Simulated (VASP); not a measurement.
# Al3Ga13P16 (P1) in VASP: single point with PBEsol

Aim: the single point of Al3Ga13P16 with PBEsol.

Everything below comes from runs of VASP 6.6.1. Logs are shortened: lines on timing, memory, paths and dates and some standing lists are left out, and cuts for length are marked.

### Step 1. The cell of the first run

The typed cell holds 64 atoms: a = 10.891 Å, b = 10.891 Å, c = 10.891 Å, α = 90.00°, β = 90.00°, γ = 90.00°.

### Step 2. Single point, PBEsol

The input, INCAR:

```
SYSTEM = Al3Ga13P16
  PREC = Accurate
  ENCUT = 500
  EDIFF = 1E-6
  ISMEAR = -1
  SIGMA = 0.05
  LREAL = Auto
  LASPH = .TRUE.
  NELM = 120
  ALGO = Normal
  ISIF = 2
  LWAVE = .FALSE.
  LCHARG = .FALSE.
  GGA = PS
  ISYM = -1
  NBANDS = 296
  GGA_COMPAT = .FALSE.
```

The input, KPOINTS:

```
explicit points
1
Reciprocal
  0.25000000   0.25000000   0.25000000 1
```

The input, POSCAR:

```
Al3Ga13P16
1.0
   10.8913444946      0.0000000000      0.0000000000
    0.0000000000     10.8913444946      0.0000000000
    0.0000000000      0.0000000000     10.8913444946
Ga Al P
26 6 32
Direct
    0.9993770000      0.9998600000      0.9998390000
    0.9997310000      0.9994430000      0.5004380000
    0.9996530000      0.5000640000      0.0001090000
    0.9999000000      0.5006550000      0.4999860000
    0.5001700000      0.0001280000      0.9999130000
    0.4999740000      0.0002220000      0.5001100000
    0.2500990000      0.2503860000      0.9998150000
    0.2499410000      0.2500890000      0.5000500000
    0.2497220000      0.7503460000      0.5003520000
    0.7495180000      0.2499610000      0.0000950000
    0.7496640000      0.2500690000      0.5000930000
    0.7500290000      0.7503080000      0.0001750000
    0.7498320000      0.7503660000      0.5000160000
    0.2499610000      0.0004040000      0.7499270000
    0.2494460000      0.5003170000      0.2503720000
    0.2495280000      0.5001560000      0.7499080000
    0.7497140000      0.0000270000      0.2502550000
    0.7494900000      0.9999000000      0.7501720000
    0.7498990000      0.5003640000      0.2499310000
    0.7498200000      0.5006630000      0.7500590000
    0.9993060000      0.7498120000      0.2505270000
    0.9994440000      0.7501810000      0.7498250000
    0.5000210000      0.2496310000      0.2501580000
    0.4999730000      0.2498050000      0.7499360000
    0.5003280000      0.7502170000      0.2502340000
    0.5000240000      0.7504390000      0.7497280000
    0.4995690000      0.4994980000      0.9998070000
    0.4992560000      0.4997270000      0.4996470000
    0.2493410000      0.7498820000      0.9995150000
    0.2497580000      0.9997400000      0.2495310000
    0.9993880000      0.2498860000      0.2497980000
    0.9992540000      0.2499110000      0.7496860000
    0.1247840000      0.1252720000      0.1241890000
    0.1248770000      0.1248830000      0.6245950000
    0.1241510000      0.6248490000      0.1253490000
    0.1246150000      0.6251660000      0.6250560000
    0.6246890000      0.1248410000      0.1249240000
    0.6246470000      0.1249170000      0.6249630000
    0.6247260000      0.6250990000      0.1249490000
    0.6245870000      0.6251960000      0.6247150000
    0.3744830000      0.3747400000      0.1257200000
    0.3743120000      0.3746690000      0.6254060000
    0.3753000000      0.8746830000      0.1246950000
    0.3748460000      0.8752570000      0.6249680000
    0.8743110000      0.3753760000      0.1247260000
    0.8744220000      0.3758020000      0.6245970000
    0.8747700000      0.8750050000      0.1252040000
    0.8743330000      0.8748620000      0.6251270000
    0.3747660000      0.1249200000      0.3750780000
    0.3749600000      0.1250430000      0.8749770000
    0.3743830000      0.6256680000      0.3747520000
    0.3748890000      0.6251490000      0.8742840000
    0.8745770000      0.1245050000      0.3756710000
    0.8742030000      0.1246760000      0.8753880000
    0.8744030000      0.6250180000      0.3750670000
    0.8748310000      0.6251500000      0.8750450000
    0.1246190000      0.3750960000      0.3752270000
    0.1246300000      0.3751040000      0.8748780000
    0.1243810000      0.8746940000      0.3752550000
    0.1242290000      0.8755270000      0.8744860000
    0.6250230000      0.3747870000      0.3745970000
    0.6251640000      0.3746610000      0.8745930000
    0.6246840000      0.8750550000      0.3749940000
    0.6246440000      0.8749260000      0.8748830000
```

Potentials or basis: VASP PAW PBE potentials, release 64 (Ga_d, Al, P).

Launch:

```
> cat potpaw_PBE.64/Ga_d/POTCAR potpaw_PBE.64/Al/POTCAR potpaw_PBE.64/P/POTCAR > POTCAR
> mpirun -np 1 vasp_std > vasp.out
```

OUTCAR:

```text
SYSTEM = Al3Ga13P16
   PREC = Accurate
   ENCUT = 500
   EDIFF = 1E-6
   ISMEAR = -1
   LREAL = Auto
   LASPH = .TRUE.
   NELM = 120
   ISIF = 2
   GGA = PS
   ISYM = -1

 ion  position               nearest neighbor table
   1  0.999  1.000  1.000-  54 2.35  60 2.36  47 2.36  33 2.36
   2  1.000  0.999  0.500-  59 2.36  48 2.36  34 2.36  53 2.36
   3  1.000  0.500  0.000-  35 2.36  45 2.36  56 2.36  58 2.36
   4  1.000  0.501  0.500-  36 2.35  55 2.36  46 2.36  57 2.36
   5  0.500  0.000  1.000-  37 2.35  64 2.36  50 2.36  43 2.36
   6  0.500  0.000  0.500-  38 2.35  49 2.36  44 2.36  63 2.36
[... 56 lines left out ...]
  63  0.625  0.875  0.375-  25 2.35  17 2.36  13 2.36   6 2.36
  64  0.625  0.875  0.875-  26 2.35  18 2.36   5 2.36  12 2.36

IMPORTANT INFORMATION: All symmetrisations will be switched off!
NOSYMM: (Re-)initialisation of all symmetry stuff for point group C_1.

----------------------------------------------------------------------------------------

                                     Primitive cell

  volume of cell :    1291.9464

  direct lattice vectors                    reciprocal lattice vectors
    10.891344495  0.000000000  0.000000000     0.091816029  0.000000000  0.000000000
     0.000000000 10.891344495  0.000000000     0.000000000  0.091816029  0.000000000
     0.000000000  0.000000000 10.891344495     0.000000000  0.000000000  0.091816029

  length of vectors
    10.891344495 10.891344495 10.891344495     0.091816029  0.091816029  0.091816029

  position of ions in fractional coordinates (direct lattice)
     0.999377000  0.999860000  0.999839000
     0.999731000  0.999443000  0.500438000
     0.999653000  0.500064000  0.000109000
     0.999900000  0.500655000  0.499986000
     0.500170000  0.000128000  0.999913000
     0.499974000  0.000222000  0.500110000
[... 56 lines left out ...]
     0.624684000  0.875055000  0.374994000
     0.624644000  0.874926000  0.874883000

  ion indices of the primitive-cell ions
   primitive index   ion index
                 1           1
                 2           2
                 3           3
                 4           4
                 5           5
                 6           6
[... 56 lines left out ...]
                63          63
                64          64

----------------------------------------------------------------------------------------

 KPOINTS: explicit points

Read explicit list of k-points.

 Found      1 k-points:

 Following reciprocal coordinates:
            Coordinates               Weight
  0.250000  0.250000  0.250000      1.000000
   k-points           NKPTS =      1   k-points in BZ     NKDIM =      1   number of bands    NBANDS=    296
   number of dos      NEDOS =    301   number of ions     NIONS =     64
   total plane-waves  NPLWV = 512000
   dimension x,y,z NGX =    80 NGY =   80 NGZ =   80
   dimension x,y,z NGXF=   160 NGYF=  160 NGZF=  160
   ions per type =              26   6  32
   NGX,Y,Z   is equivalent  to a cutoff of  12.21, 12.21, 12.21 a.u.
   NGXF,Y,Z  is equivalent  to a cutoff of  24.42, 24.42, 24.42 a.u.
 SYSTEM =  Al3Ga13P16
   PREC   = accura    normal or accurate (medium, high low for compatibility)
   ISTART =      0    job   : 0-new  1-cont  2-samecut
   ICHARG =      2    charge: 1-file 2-atom 10-const
   ISPIN  =      1    spin polarized calculation?
   LNONCOLLINEAR =      F non collinear calculations
   LSORBIT =      F    spin-orbit coupling
   LASPH  =      T    aspherical Exc in radial PAW
   ENCUT  =  500.0 eV  36.75 Ry    6.06 a.u.  19.86 19.86 19.86*2*pi/ulx,y,z
   NELM   =    120;   NELMIN=  2; NELMDL= -5     # of ELM steps
   EDIFF  = 0.1E-05   stopping-criterion for ELM
   LREAL  =      T    real-space projection
   EDIFFG = 0.1E-04   stopping-criterion for IOM
   NSW    =      0    number of steps for IOM
   IBRION =     -1    ionic relax: 0-MD 1-quasi-New 2-CG
   NFREE  =      0    steps in history (QN), initial steepest desc. (CG)
   ISIF   =      2    stress and relaxation
   ISYM   =     -1    0-nonsym 1-usesym 2-fastsym
   POTIM  = 0.5000    time-step for ionic-motion
   TEBEG  =    0.0;   TEEND  =   0.0 temperature during run
   PSTRESS=    0.0 pullay stress
   NELECT =     516.0000    total number of electrons
   NUPDOWN=      -1.0000    fix difference up-down
   EMIN   =  10.00;   EMAX   =-10.00  energy-range for DOS
   EFERMI =   0.00;   METHOD = LEGACY
   ISMEAR =    -1;   SIGMA  =   0.05  broadening in eV -4-tet -1-fermi 0-gaus
   EFERMI_NEDOS =   21; number of points for ismear=-14 and -15
   IALGO  =     38    algorithm
   IMIX   =      4    mixing-type and parameters
     AMIX     =   0.40;   BMIX     =  1.00
     AMIX_MAG =   1.60;   BMIX_MAG =  1.00
  volume/ion in A,a.u.               =      20.19       136.23
  Fermi-wavevector in a.u.,A,eV,Ry     =   1.205618  2.278289 19.776285  1.453516
  Thomas-Fermi vector in A             =   2.341310
   LORBIT       =      0    0 simple, 1 ext, 2 COOP (PROOUT), +10 PAW based schemes
   GGA     = PS    functional components
   LHFCALC =     F    Hartree Fock is set to
   AEXX    =    0.0000 exact exchange contribution
   IVDW    =     0    specifies the selected vdW correction
   LEPSILON=     F    determine dielectric tensor
   LRPA    =     F    only Hartree local field effects (RPA)
 non-spin polarized calculation
  energy-cutoff  :      500.00
  volume of cell :     1291.95
 maximum number of plane-waves:     32840
 NGX is ok and might be reduce to    80
   NGX = 39   NGY = 39   NGZ = 39

 number of electron     516.0000643 magnetization

 Free energy of the ion-electron system (eV)
  ---------------------------------------------------
  ext. energy  EPLUGINS =         0.00000000
  ---------------------------------------------------
  free energy    TOTEN  =      -323.83379663 eV

  energy without entropy =     -323.83379660  energy(sigma->0) =     -323.83379662

 E-fermi :   5.3733     XC(G=0):  -9.9137

 val. band max:        4.3856734741   @ k =   0.2500   0.2500   0.2500
 cond. band min:       6.3654040732   @ k =   0.2500   0.2500   0.2500
 fundamental gap:      1.9797305991
 Fermi energy:         5.3733135141

 k-point     1 :       0.2500    0.2500    0.2500
  band No.  band energies     occupation
      1      -9.9689      2.00000
      2      -9.9676      2.00000
      3      -9.9662      2.00000
      4      -9.9631      2.00000
      5      -9.9585      2.00000
      6      -9.9576      2.00000
[... 262 lines left out ...]
    269       7.2016      0.00000
    270       7.2527      0.00000
 [bands above 270 left out]

------------------------ aborting loop because EDIFF is reached ----------------------------------------

  FORCE on cell =-STRESS in cart. coord.  units (eV):
  Direction    XX          YY          ZZ          XY          YZ          ZX
  --------------------------------------------------------------------------------------
  -------------------------------------------------------------------------------------
  Total       -0.5820307     -0.5600375     -0.5824026     -5.7964084     -5.7216508     -5.8112941
  in kB       -0.7217918     -0.6945175     -0.7222531     -7.1882815     -7.0955726     -7.2067417
  external PRESSURE =      -0.7128541 kB  Pullay stress =       0.0000000 kB

 VOLUME and BASIS-vectors are now :
 -----------------------------------------------------------------------------
  energy-cutoff  :      500.00
  volume of cell :     1291.95
      direct lattice vectors                 reciprocal lattice vectors
    10.891344495  0.000000000  0.000000000     0.091816029  0.000000000  0.000000000
     0.000000000 10.891344495  0.000000000     0.000000000  0.091816029  0.000000000
     0.000000000  0.000000000 10.891344495     0.000000000  0.000000000  0.091816029

 POSITION                                       TOTAL-FORCE (eV/Angst)
 -----------------------------------------------------------------------------------
     10.88456     10.88982     10.88959         0.003872      0.009527      0.003594
     10.88841     10.88528      5.45044         0.002544      0.001762     -0.001149
     10.88757      5.44637      0.00119         0.000356      0.004082      0.001590
     10.89026      5.45281      5.44552         0.002021     -0.002265      0.001010
      5.44752      0.00139     10.89040        -0.006019      0.005072     -0.000765
      5.44539      0.00242      5.44687        -0.002643      0.001920     -0.001159
[... 56 lines left out ...]
      6.80365      9.53053      4.08419        -0.000999     -0.000864      0.004689
      6.80321      9.52912      9.52865         0.010190     -0.004272      0.001620
 -----------------------------------------------------------------------------------
    total drift:                                0.065586      0.020894      0.030876

  FREE ENERGIE OF THE ION-ELECTRON SYSTEM (eV)
  ---------------------------------------------------
  free  energy   TOTEN  =      -323.8337966263 eV

  energy  without entropy=     -323.8337966047  energy(sigma->0) =     -323.83379662
```

Wall time 12 min (1 thread of AMD EPYC 7R13 (Zen 3), shared host); peak memory 1.1 GiB.

Results:

* Free energy: -323.8338 eV
* Pressure: -0.1 GPa
* Largest force: 0.022 eV/Å
* Band gap on the k mesh: 1.98 eV

Forces in eV/Å, atoms in the order of the input:
```
Ga   0.004  0.010  0.004
Ga   0.003  0.002 -0.001
Ga   0.000  0.004  0.002
Ga   0.002 -0.002  0.001
Ga  -0.006  0.005 -0.001
Ga  -0.003  0.002 -0.001
Ga  -0.001  0.003  0.004
Ga  -0.001  0.001  0.009
Ga  -0.006 -0.004  0.004
Ga   0.000  0.006  0.004
Ga  -0.008  0.009  0.002
Ga  -0.006  0.003  0.001
Ga  -0.006 -0.007  0.002
Ga  -0.002  0.001 -0.002
Ga  -0.002 -0.001 -0.002
Ga   0.000 -0.001 -0.003
Ga  -0.009 -0.004 -0.001
Ga  -0.007  0.003  0.004
Ga  -0.008  0.002  0.003
Ga   0.001 -0.001 -0.001
Ga   0.001 -0.001 -0.006
Ga   0.007  0.000  0.005
Ga  -0.001  0.005  0.003
Ga  -0.009  0.000  0.001
Ga  -0.010  0.003 -0.003
Ga   0.001  0.002  0.002
Al  -0.004  0.014 -0.006
Al   0.006  0.001  0.008
Al   0.010 -0.009  0.003
Al  -0.008  0.007  0.007
Al   0.003 -0.001  0.001
Al   0.003 -0.003  0.003
P    0.003 -0.013  0.000
P    0.018 -0.012 -0.004
P   -0.002 -0.007  0.002
P   -0.002 -0.005 -0.009
P   -0.002  0.002  0.002
P    0.006 -0.004 -0.004
P    0.009 -0.004  0.002
P    0.007  0.001  0.010
P   -0.005 -0.003  0.001
P    0.000 -0.008  0.005
P    0.018  0.002 -0.007
P   -0.002 -0.004  0.000
P   -0.009  0.005 -0.012
P   -0.003  0.003 -0.003
P   -0.004 -0.005 -0.004
P    0.012  0.006 -0.007
P    0.001  0.003 -0.001
P    0.000 -0.002  0.001
P   -0.001  0.003 -0.008
P    0.001 -0.003 -0.001
P   -0.001  0.003  0.001
P   -0.005 -0.003 -0.002
P    0.004  0.000 -0.002
P   -0.006 -0.001 -0.002
P    0.002  0.000  0.001
P    0.002  0.008  0.011
P   -0.007  0.005  0.005
P   -0.005  0.003 -0.010
P    0.012 -0.013 -0.012
P    0.004 -0.002 -0.007
P   -0.001 -0.001  0.005
P    0.010 -0.004  0.002
```

Caveat: the PAW data sets were made with another functional, which shifts forces and pressure a little; a shifted mesh leaves out Γ, where band edges can lie.
